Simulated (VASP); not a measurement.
Crystal: KCl.

```
CELL_PARAMETERS angstrom
0.00000 3.50728 3.49080
3.50728 0.00000 3.49080
3.50728 3.50728 0.00000
ATOMIC_POSITIONS crystal
K 0.00000 0.00000 0.00000
Cl 0.25000 0.25000 0.25000
```

This cell differs from its parent crystal: uniaxial z strain -0.5%.

Base run:

| Item | Value |
| --- | --- |
| Program | VASP 6.6.1 |
| Functional | r2SCAN |
| Potentials or basis | VASP PAW PBE potentials, release 64 (K_sv, Cl) |
| Cutoff | 520 eV |
| k mesh | 6 × 6 × 6 |
| Occupations | gaussian, width 0.01 eV |
| Spin | no spin polarisation |

Its results: band gap on the k mesh 5.36 eV (least direct gap 5.40 eV); pressure 0.0 GPa.

Problem. The run is repeated on the same cell with these changes: functional from r2SCAN to HSE06; k mesh from 6 × 6 × 6 to 4 × 4 × 4. What comes out?

Solution. Band gap on the k mesh 6.03 eV (least direct gap 6.07 eV); pressure 0.2 GPa.

Several settings changed at once.

Caveats: the PAW data sets were made with another functional, which shifts forces and pressure a little.

A k mesh can miss the band edges.
